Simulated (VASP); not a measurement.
# Yb (Im-3m) in VASP: single point with PBEsol

Aim: the single point of Yb with PBEsol.

Everything below comes from runs of VASP 6.6.1. Logs are shortened: lines on timing, memory, paths and dates and some standing lists are left out, and cuts for length are marked.

## 1. The cell of the first run

The structure is cubic, space group Im-3m (No. 229). The conventional cell has a = 3.997 Å, b = 3.997 Å, c = 3.997 Å, α = 90.00°, β = 90.00°, γ = 90.00°. Yb (site symmetry m-3m) has 14 Yb at 3.46 to 4.00 Å within 4.5 Å.

This isn't the form of Yb at room conditions, which is fcc.

## 2. Single point, PBEsol

INCAR reads:

```
SYSTEM = Yb
PREC     = Accurate       ! precision mode
ENCUT    = 520            ! plane-wave cutoff, eV
EDIFF    = 1E-6           ! SCF threshold, eV
ISMEAR   = -1             ! smearing method
SIGMA    = 0.13605693000000002 ! smearing width, eV
LREAL    = .FALSE.        ! projectors in reciprocal space
LASPH    = .TRUE.         ! aspherical terms in the spheres
NELM     = 60             ! most SCF steps
ALGO     = Normal         ! electronic algorithm
ISIF     = 2              ! what is computed and relaxed
LWAVE    = .FALSE.        ! write WAVECAR
LCHARG   = .FALSE.        ! write CHGCAR
GGA      = PS             ! functional
NBANDS   = 18             ! bands
```

KPOINTS reads:

```
regular mesh
0
G
  12 12 12
  0 0 0
```

POSCAR reads:

```
Yb
1.0
   -1.9984154115      1.9984154115      1.9984154115
    1.9984154115     -1.9984154115      1.9984154115
    1.9984154115      1.9984154115     -1.9984154115
Yb
1
Direct
    0.0000000000      0.0000000000      0.0000000000
```

Potentials or basis: VASP PAW PBE potentials, release 64 (Yb).

Started as:

```
cat potpaw_PBE.64/Yb/POTCAR > POTCAR
mpirun -np 1 vasp_std > vasp.out
```

OUTCAR:

```text
SYSTEM = Yb
   PREC = Accurate
   ENCUT = 520
   EDIFF = 1E-6
   ISMEAR = -1
   LREAL = .FALSE.
   LASPH = .TRUE.
   NELM = 60
   ISIF = 2
   GGA = PS

 ion  position               nearest neighbor table
   1  0.000  0.000  0.000-

  LATTYP: Found a body centered cubic cell.
 ALAT       =     3.9968308230

  Lattice vectors:

 A1 = (  -1.9984154115,   1.9984154115,   1.9984154115)
 A2 = (   1.9984154115,  -1.9984154115,   1.9984154115)
 A3 = (   1.9984154115,   1.9984154115,  -1.9984154115)

Analysis of symmetry for initial positions (statically):
=====================================================================
 Subroutine PRICEL returns:
 Original cell was already a primitive cell.

 Routine SETGRP: Setting up the symmetry group for a
 body centered cubic supercell.

 Subroutine GETGRP returns: Found 48 space group operations
 (whereof 48 operations were pure point group operations)
 out of a pool of 48 trial point group operations.

The static configuration has the point symmetry O_h .

Analysis of symmetry for dynamics (positions and initial velocities):
=====================================================================
 Subroutine PRICEL returns:
 Original cell was already a primitive cell.

 Routine SETGRP: Setting up the symmetry group for a
 body centered cubic supercell.

 Subroutine GETGRP returns: Found 48 space group operations
 (whereof 48 operations were pure point group operations)
 out of a pool of 48 trial point group operations.

The dynamic configuration has the point symmetry O_h .

 Subroutine INISYM returns: Found 48 space group operations
 (whereof 48 operations are pure point group operations),
 and found     1 'primitive' translations

----------------------------------------------------------------------------------------

                                     Primitive cell

  volume of cell :      31.9240

  direct lattice vectors                    reciprocal lattice vectors
    -1.998415411  1.998415411  1.998415411     0.000000000  0.250198231  0.250198231
     1.998415411 -1.998415411  1.998415411     0.250198231  0.000000000  0.250198231
     1.998415411  1.998415411 -1.998415411     0.250198231  0.250198231  0.000000000

  length of vectors
     3.461357027  3.461357027  3.461357027     0.353833731  0.353833731  0.353833731

  position of ions in fractional coordinates (direct lattice)
     0.000000000  0.000000000  0.000000000

  ion indices of the primitive-cell ions
   primitive index   ion index
                 1           1

----------------------------------------------------------------------------------------

 KPOINTS: regular mesh

Automatic generation of k-mesh.
 Grid dimensions read from file:
 generate k-points for:   12   12   12

 Generating k-lattice:

  Cartesian coordinates                     Fractional coordinates (reciprocal lattice)
     0.000000000  0.020849853  0.020849853     0.083333333  0.000000000  0.000000000
     0.020849853  0.000000000  0.020849853     0.000000000  0.083333333  0.000000000
     0.020849853  0.020849853  0.000000000     0.000000000  0.000000000  0.083333333

  Length of vectors
     0.029486144  0.029486144  0.029486144

  Shift w.r.t. Gamma in fractional coordinates (k-lattice)
     0.000000000  0.000000000  0.000000000

 Subroutine IBZKPT returns following result:
 ===========================================

 Found     72 irreducible k-points:

 Following reciprocal coordinates:
            Coordinates               Weight
  0.000000  0.000000  0.000000      1.000000
  0.083333  0.000000  0.000000     12.000000
  0.166667  0.000000  0.000000     12.000000
  0.250000  0.000000  0.000000     12.000000
  0.333333  0.000000  0.000000     12.000000
  0.416667  0.000000  0.000000     12.000000
[... 16 lines left out ...]
  0.333333  0.083333  0.083333     24.000000
  0.416667  0.083333  0.083333     12.000000
 [... further k-points ...]
   k-points           NKPTS =     72   k-points in BZ     NKDIM =     72   number of bands    NBANDS=     18
   number of dos      NEDOS =    301   number of ions     NIONS =      1
   total plane-waves  NPLWV =  21952
   dimension x,y,z NGX =    28 NGY =   28 NGZ =   28
   dimension x,y,z NGXF=    56 NGYF=   56 NGZF=   56
   ions per type =               1
   NGX,Y,Z   is equivalent  to a cutoff of  13.45, 13.45, 13.45 a.u.
   NGXF,Y,Z  is equivalent  to a cutoff of  26.90, 26.90, 26.90 a.u.
 SYSTEM =  Yb
   PREC   = accura    normal or accurate (medium, high low for compatibility)
   ISTART =      0    job   : 0-new  1-cont  2-samecut
   ICHARG =      2    charge: 1-file 2-atom 10-const
   ISPIN  =      1    spin polarized calculation?
   LNONCOLLINEAR =      F non collinear calculations
   LSORBIT =      F    spin-orbit coupling
   LASPH  =      T    aspherical Exc in radial PAW
   ENCUT  =  520.0 eV  38.22 Ry    6.18 a.u.   6.44  6.44  6.44*2*pi/ulx,y,z
   NELM   =     60;   NELMIN=  2; NELMDL= -5     # of ELM steps
   EDIFF  = 0.1E-05   stopping-criterion for ELM
   LREAL  =      F    real-space projection
   EDIFFG = 0.1E-04   stopping-criterion for IOM
   NSW    =      0    number of steps for IOM
   IBRION =     -1    ionic relax: 0-MD 1-quasi-New 2-CG
   NFREE  =      0    steps in history (QN), initial steepest desc. (CG)
   ISIF   =      2    stress and relaxation
   ISYM   =      2    0-nonsym 1-usesym 2-fastsym
   POTIM  = 0.5000    time-step for ionic-motion
   TEBEG  =    0.0;   TEEND  =   0.0 temperature during run
   PSTRESS=    0.0 pullay stress
   NELECT =      24.0000    total number of electrons
   NUPDOWN=      -1.0000    fix difference up-down
   EMIN   =  10.00;   EMAX   =-10.00  energy-range for DOS
   EFERMI =   0.00;   METHOD = LEGACY
   ISMEAR =    -1;   SIGMA  =   0.14  broadening in eV -4-tet -1-fermi 0-gaus
   EFERMI_NEDOS =   21; number of points for ismear=-14 and -15
   IALGO  =     38    algorithm
   IMIX   =      4    mixing-type and parameters
     AMIX     =   0.40;   BMIX     =  1.00
     AMIX_MAG =   1.60;   BMIX_MAG =  1.00
  volume/ion in A,a.u.               =      31.92       215.43
  Fermi-wavevector in a.u.,A,eV,Ry     =   1.488582  2.813012 30.148835  2.215877
  Thomas-Fermi vector in A             =   2.601599
   LORBIT       =      0    0 simple, 1 ext, 2 COOP (PROOUT), +10 PAW based schemes
   GGA     = PS    functional components
   LHFCALC =     F    Hartree Fock is set to
   AEXX    =    0.0000 exact exchange contribution
   IVDW    =     0    specifies the selected vdW correction
   LEPSILON=     F    determine dielectric tensor
   LRPA    =     F    only Hartree local field effects (RPA)
 non-spin polarized calculation
  energy-cutoff  :      520.00
  volume of cell :       31.92
 maximum number of plane-waves:       887
 NGX is ok and might be reduce to    28
   NGX = 13   NGY = 13   NGZ = 13

 number of electron      24.0000000 magnetization

 Free energy of the ion-electron system (eV)
  ---------------------------------------------------
  ext. energy  EPLUGINS =         0.00000000
  ---------------------------------------------------
  free energy    TOTEN  =        -4.00557787 eV

  energy without entropy =       -3.85145891  energy(sigma->0) =       -3.92851839

 E-fermi :   1.8603     XC(G=0): -10.1192

 val. band max:        1.8371632079   @ k =   0.5000   0.5000   0.2500
 cond. band min:       1.8645685694   @ k =   0.3333   0.3333   0.0000
 fundamental gap:      0.0274053615
 Fermi energy:         1.8602604750

 k-point     1 :       0.0000    0.0000    0.0000
  band No.  band energies     occupation
      1     -49.9568      2.00000
      2     -22.0178      2.00000
      3     -22.0178      2.00000
      4     -22.0178      2.00000
      5      -3.5986      2.00000
      6       1.1314      1.99062
[... 10 lines left out ...]
     17       6.9139      0.00000
     18      13.2536      0.00000

 k-point     2 :       0.0833    0.0000    0.0000
  band No.  band energies     occupation
      1     -49.9547      2.00000
      2     -22.0534      2.00000
      3     -22.0290      2.00000
      4     -22.0179      2.00000
      5      -3.4054      2.00000
      6       1.1321      1.99057
[... 10 lines left out ...]
     17       6.9120      0.00000
     18      13.4593      0.00000

 k-point     3 :       0.1667    0.0000    0.0000
  band No.  band energies     occupation
      1     -49.9490      2.00000
      2     -22.1490      2.00000
      3     -22.0592      2.00000
      4     -22.0183      2.00000
      5      -2.8524      2.00000
      6       1.1352      1.99035
[... 10 lines left out ...]
     17       6.9379      0.00000
     18      13.7956      0.00000

 k-point     4 :       0.2500    0.0000    0.0000
  band No.  band energies     occupation
      1     -49.9412      2.00000
      2     -22.2761      2.00000
      3     -22.1003      2.00000
      4     -22.0188      2.00000
      5      -2.0245      2.00000
      6       1.1429      1.98979
[... 10 lines left out ...]
     17       7.0515      0.00000
     18      13.3020      0.00000

 k-point     5 :       0.3333    0.0000    0.0000
  band No.  band energies     occupation
      1     -49.9333      2.00000
      2     -22.3994      2.00000
      3     -22.1409      2.00000
      4     -22.0194      2.00000
      5      -1.0859      2.00000
      6       1.1424      1.98983
[... 10 lines left out ...]
     17       7.7288      0.00000
     18      12.1538      0.00000

 k-point     6 :       0.4167    0.0000    0.0000
  band No.  band energies     occupation
      1     -49.9276      2.00000
      2     -22.4875      2.00000
      3     -22.1703      2.00000
      4     -22.0198      2.00000
      5      -0.3201      2.00000
      6       1.1389      1.99009
[... 10 lines left out ...]
     17       9.0649      0.00000
     18      11.1669      0.00000

 k-point     7 :       0.5000    0.0000    0.0000
  band No.  band energies     occupation
      1     -49.9255      2.00000
      2     -22.5193      2.00000
      3     -22.1811      2.00000
      4     -22.0199      2.00000
      5      -0.0323      2.00000
      6       1.1371      1.99022
[... 10 lines left out ...]
     17       9.8589      0.00000
     18      10.7680      0.00000

 k-point     8 :       0.0833    0.0833    0.0000
  band No.  band energies     occupation
      1     -49.9508      2.00000
      2     -22.1193      2.00000
      3     -22.0410      2.00000
      4     -22.0265      2.00000
      5      -3.0316      2.00000
      6       1.1319      1.99058
[... 10 lines left out ...]
     17       7.0062      0.00000
     18      13.7528      0.00000
[... 229 lines left out ...]
     17       8.0252      0.00000
     18      11.5772      0.00000

 k-point    20 :       0.0833    0.0833    0.0833
  band No.  band energies     occupation
      1     -49.9457      2.00000
      2     -22.2116      2.00000
      3     -22.0433      2.00000
      4     -22.0433      2.00000
      5      -2.5022      2.00000
      6       1.1445      1.98967
[... 10 lines left out ...]
     17       6.7637      0.00000
     18      13.9989      0.00000

 k-point    21 :       0.1667    0.0833    0.0833
  band No.  band energies     occupation
      1     -49.9388      2.00000
      2     -22.3133      2.00000
      3     -22.0884      2.00000
      4     -22.0463      2.00000
      5      -1.6945      2.00000
      6       1.1509      1.98918
[... 10 lines left out ...]
     17       7.1085      0.00000
     18      13.6913      0.00000

 k-point    22 :       0.2500    0.0833    0.0833
  band No.  band energies     occupation
      1     -49.9319      2.00000
      2     -22.4030      2.00000
      3     -22.1429      2.00000
      4     -22.0494      2.00000
      5      -0.7508      2.00000
      6       1.1529      1.98902
[... 10 lines left out ...]
     17       8.1983      0.00000
     18      11.6906      0.00000

 k-point    23 :       0.3333    0.0833    0.0833
  band No.  band energies     occupation
      1     -49.9269      2.00000
      2     -22.4638      2.00000
      3     -22.1863      2.00000
      4     -22.0517      2.00000
      5       0.0496      2.00000
      6       1.1498      1.98927
[... 10 lines left out ...]
     17       9.2203      0.00000
     18      10.4673      0.00000

 k-point    24 :       0.4167    0.0833    0.0833
  band No.  band energies     occupation
      1     -49.9250      2.00000
      2     -22.4852      2.00000
      3     -22.2027      2.00000
      4     -22.0526      2.00000
      5       0.3565      1.99997
      6       1.1480      1.98940
[... 10 lines left out ...]
     17       9.6225      0.00000
     18      10.1986      0.00000

 [... further k-points ...]
[... 5 lines left out ...]
  --------------------------------------------------------------------------------------
  -------------------------------------------------------------------------------------
  Total       -0.0678531     -0.0678531     -0.0678531      0.0000000      0.0000000     -0.0000000
  in kB       -3.4053617     -3.4053617     -3.4053617      0.0000000      0.0000000     -0.0000000
  external PRESSURE =      -3.4053617 kB  Pullay stress =       0.0000000 kB

 VOLUME and BASIS-vectors are now :
 -----------------------------------------------------------------------------
  energy-cutoff  :      520.00
  volume of cell :       31.92
      direct lattice vectors                 reciprocal lattice vectors
    -1.998415411  1.998415411  1.998415411     0.000000000  0.250198231  0.250198231
     1.998415411 -1.998415411  1.998415411     0.250198231  0.000000000  0.250198231
     1.998415411  1.998415411 -1.998415411     0.250198231  0.250198231  0.000000000

 POSITION                                       TOTAL-FORCE (eV/Angst)
 -----------------------------------------------------------------------------------
      0.00000      0.00000      0.00000         0.000000      0.000000     -0.000000
 -----------------------------------------------------------------------------------
    total drift:                                0.000000     -0.000000      0.000000

  FREE ENERGIE OF THE ION-ELECTRON SYSTEM (eV)
  ---------------------------------------------------
  free  energy   TOTEN  =        -4.0055778707 eV

  energy  without entropy=       -3.8514589073  energy(sigma->0) =       -3.92851839
```

Run time: 2.5 min. Hardware: 1 thread of Intel Xeon 8259CL, shared host; peak memory 0.17 GiB.

What came out:

```yaml
Free_energy: -4.0056 eV
Pressure: -0.3 GPa
Band_gap_on_the_k_mesh: zero (bands 12 and 13 overlap by 0.93 eV)
```

Levels at points of the mesh, in eV from the Fermi level:
```csv
k point,band 8,band 9,band 10,band 11,band 12,band 13,band 14,band 15,band 16,band 17
"(0.00, 0.00, 0.00)",-0.73,-0.57,-0.57,-0.57,-0.53,2.92,2.92,2.92,5.05,5.05
"(0.50, 0.00, 0.00)",-0.67,-0.60,-0.60,-0.58,-0.55,0.87,1.13,4.82,5.89,8.00
"(0.50, 0.50, 0.50)",-0.67,-0.67,-0.67,-0.56,-0.56,-0.56,5.85,5.85,5.85,7.28
```

Caveat: the PAW data sets were made with another functional, which shifts forces and pressure a little; spin-orbit coupling is left out, which moves the levels of the heavy elements. Spin polarisation is off, so any magnetic state and its effect on volume and gap are missing.
